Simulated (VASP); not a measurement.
# SiO2 (Stishovite) (P4_2/mnm) in VASP: further runs, part 2 of 2

VASP 6.6.1. Earlier steps stand in the parts before.

## (5) Single point, PBE

This run uses another cell than the first one, of 8.53 Å³/atom, 1.073 times its volume.

The input, INCAR:

```
SYSTEM = SiO2
ALGO     = Normal         ! electronic algorithm
EDIFF    = 1E-6           ! SCF threshold, eV
ENCUT    = 520            ! plane-wave cutoff, eV
GGA      = PE             ! functional
ISIF     = 2              ! what is computed and relaxed
ISMEAR   = 0              ! smearing method
LASPH    = .True.         ! aspherical terms in the spheres
LCHARG   = .False.        ! write CHGCAR
LREAL    = .False.        ! projectors in reciprocal space
LWAVE    = .False.        ! write WAVECAR
NBANDS   = 25             ! bands
NELM     = 60             ! most SCF steps
PREC     = Accurate       ! precision mode
SIGMA    = 0.01           ! smearing width, eV
```

The input, KPOINTS:

```
k-points
0
Gamma
  6 6 8
  0 0 0
```

The input, POSCAR:

```
SiO2
1.0
    4.3121437263      0.0000000000      0.0000000000
    0.0000000000      4.3121437263      0.0000000000
    0.0000000000      0.0000000000      2.7512329637
Si O
2 4
Direct
    0.0000000000      0.0000000000      0.0000000000
    0.5000000000      0.5000000000      0.5000000000
    0.3059000000      0.3059000000      0.0000000000
    0.1941000000      0.8059000000      0.5000000000
    0.6941000000      0.6941000000      0.0000000000
    0.8059000000      0.1941000000      0.5000000000
```

Potentials or basis: VASP PAW PBE potentials, release 64 (Si, O).

The run is started by

```bash
cat potpaw_PBE.64/Si/POTCAR potpaw_PBE.64/O/POTCAR > POTCAR
mpirun -np 1 vasp_std > vasp.out
```

OUTCAR:

```text
SYSTEM = SiO2
   EDIFF = 1E-6
   ENCUT = 520
   GGA = PE
   ISIF = 2
   ISMEAR = 0
   LASPH = .True.
   LREAL = .False.
   NELM = 60
   PREC = Accurate

 ion  position               nearest neighbor table
   1  0.000  0.000  0.000-   4 1.81   6 1.81   4 1.81   6 1.81   5 1.87   3 1.87
   2  0.500  0.500  0.500-   3 1.81   5 1.81   3 1.81   5 1.81   4 1.87   6 1.87
   3  0.306  0.306  0.000-   2 1.81   2 1.81   1 1.87
   4  0.194  0.806  0.500-   1 1.81   1 1.81   2 1.87
   5  0.694  0.694  0.000-   2 1.81   2 1.81   1 1.87
   6  0.806  0.194  0.500-   1 1.81   1 1.81   2 1.87

  LATTYP: Found a simple tetragonal cell.
 ALAT       =     4.3121437263
 C/A-ratio  =     0.6380197735

  Lattice vectors:

 A1 = (   4.3121437263,   0.0000000000,   0.0000000000)
 A2 = (   0.0000000000,   4.3121437263,   0.0000000000)
 A3 = (   0.0000000000,   0.0000000000,   2.7512329637)

Analysis of symmetry for initial positions (statically):
=====================================================================
 Subroutine PRICEL returns:
[... 182 lines left out ...]

 val. band max:        6.9982817662   @ k =   0.0000   0.0000   0.0000
 cond. band min:      10.9895002300   @ k =   0.0000   0.0000   0.0000
 fundamental gap:      3.9912184638
 Fermi energy:         7.1271135995

 k-point     1 :       0.0000    0.0000    0.0000
  band No.  band energies     occupation
      1     -14.6361      2.00000
      2     -11.4712      2.00000
      3     -11.4712      2.00000
      4     -11.2575      2.00000
      5      -3.3584      2.00000
      6       1.0570      2.00000
[... 661 lines left out ...]
     24      19.4229      0.00000
     25      20.1779      0.00000

 [... further k-points ...]

------------------------ aborting loop because EDIFF is reached ----------------------------------------

  FORCE on cell =-STRESS in cart. coord.  units (eV):
  Direction    XX          YY          ZZ          XY          YZ          ZX
  --------------------------------------------------------------------------------------
  -------------------------------------------------------------------------------------
  Total       -4.6435821     -4.6435821     -5.9068191      0.0000000      0.0000000      0.0000000
  in kB     -145.4286212   -145.4286212   -184.9909273      0.0000000      0.0000000      0.0000000
  external PRESSURE =    -158.6160565 kB  Pullay stress =       0.0000000 kB

 VOLUME and BASIS-vectors are now :
 -----------------------------------------------------------------------------
  energy-cutoff  :      520.00
  volume of cell :       51.16
      direct lattice vectors                 reciprocal lattice vectors
     4.312143726  0.000000000  0.000000000     0.231903216  0.000000000  0.000000000
     0.000000000  4.312143726  0.000000000     0.000000000  0.231903216  0.000000000
     0.000000000  0.000000000  2.751232964     0.000000000  0.000000000  0.363473400

 POSITION                                       TOTAL-FORCE (eV/Angst)
 -----------------------------------------------------------------------------------
      0.00000      0.00000      0.00000         0.000000     -0.000000      0.000000
      2.15607      2.15607      1.37562         0.000000     -0.000000      0.000000
      1.31908      1.31908      0.00000         0.342061      0.342061      0.000000
      0.83699      3.47516      1.37562        -0.342061      0.342061      0.000000
      2.99306      2.99306      0.00000        -0.342061     -0.342061      0.000000
      3.47516      0.83699      1.37562         0.342061     -0.342061      0.000000
 -----------------------------------------------------------------------------------
    total drift:                                0.000000      0.000000     -0.000000

  FREE ENERGIE OF THE ION-ELECTRON SYSTEM (eV)
  ---------------------------------------------------
  free  energy   TOTEN  =       -46.1655060461 eV

  energy  without entropy=      -46.1655060461  energy(sigma->0) =      -46.16550605
```

stdout:

```text
POSCAR found type information on POSCAR SiO
 POSCAR found :  2 types and       6 ions
 scaLAPACK will be used
 LDA part: xc-table for (Slater+PW92), standard interpolation
 POSCAR, INCAR and KPOINTS ok, starting setup
 FFT: planning ... GRIDC
 FFT: planning ... GRID_SOFT
 FFT: planning ... GRID
 WAVECAR not read
 entering main loop
```

It took 16 s on 1 thread of Intel Xeon 6975P-C (Granite Rapids), shared host; peak memory 0.17 GiB.

Results:

```yaml
Free_energy: -46.1655 eV
Pressure: -15.9 GPa
Largest_force: 0.484 eV/Å
Band_gap_on_the_k_mesh: 3.99 eV, direct
```

Forces on the atoms (eV/Å):
```
Si   0.000  0.000  0.000
Si   0.000  0.000  0.000
O    0.342  0.342  0.000
O   -0.342  0.342  0.000
O   -0.342 -0.342  0.000
O    0.342 -0.342  0.000
```

Stress tensor (GPa, compression positive):
```
-14.54   0.00   0.00
  0.00 -14.54   0.00
  0.00   0.00 -18.50
```

Levels at points of the mesh, in eV from the valence-band top:
| k point | band 12 | band 13 | band 14 | band 15 | band 16 | band 17 | band 18 | band 19 | band 20 | band 21 |
| --- | --- | --- | --- | --- | --- | --- | --- | --- | --- | --- |
| (0.00, 0.00, 0.00) | -2.88 | -2.42 | -0.83 | -0.83 | 0.00 | 3.99 | 6.30 | 7.72 | 7.72 | 10.74 |
| (0.50, 0.00, 0.00) | -3.48 | -2.50 | -2.50 | -0.97 | -0.97 | 6.47 | 6.47 | 8.38 | 8.38 | 10.40 |
| (0.50, 0.50, 0.00) | -2.99 | -2.48 | -2.48 | -1.99 | -1.99 | 6.30 | 6.30 | 9.19 | 9.19 | 12.06 |
| (0.00, 0.00, 0.50) | -4.32 | -2.66 | -2.66 | -2.36 | -2.36 | 7.82 | 7.82 | 11.65 | 11.65 | 11.71 |
| (0.50, 0.00, 0.50) | -3.60 | -2.07 | -2.07 | -1.54 | -1.54 | 7.71 | 7.71 | 8.83 | 8.83 | 11.93 |
| (0.50, 0.50, 0.50) | -4.21 | -1.60 | -1.60 | -1.37 | -1.37 | 6.04 | 6.04 | 10.29 | 10.29 | 11.20 |

A k mesh can miss the band edges.

## (6) The runs side by side

```csv
cell,gap on the mesh (eV),pressure (GPa),largest force (eV/Å)
"a = 4.212, b = 4.212, c = 2.687 Å, 6 atoms",5.18,3.2,0.07
"a = 4.246, b = 4.246, c = 2.709 Å, 6 atoms",4.77,-4.0,0.22
"a = 4.279, b = 4.279, c = 2.730 Å, 6 atoms",4.37,-10.3,0.36
"a = 4.312, b = 4.312, c = 2.751 Å, 6 atoms",3.99,-15.9,0.48
```

Alike in all rows: task single point; level PBE; potentials or basis VASP PAW PBE potentials, release 64 (Si, O); no spin polarisation; k mesh 6 × 6 × 8; cutoff (eV) 520; smearing gaussian 0.01 eV.

Total energies depend on the potentials used, so only differences within one code and one set of settings carry meaning.
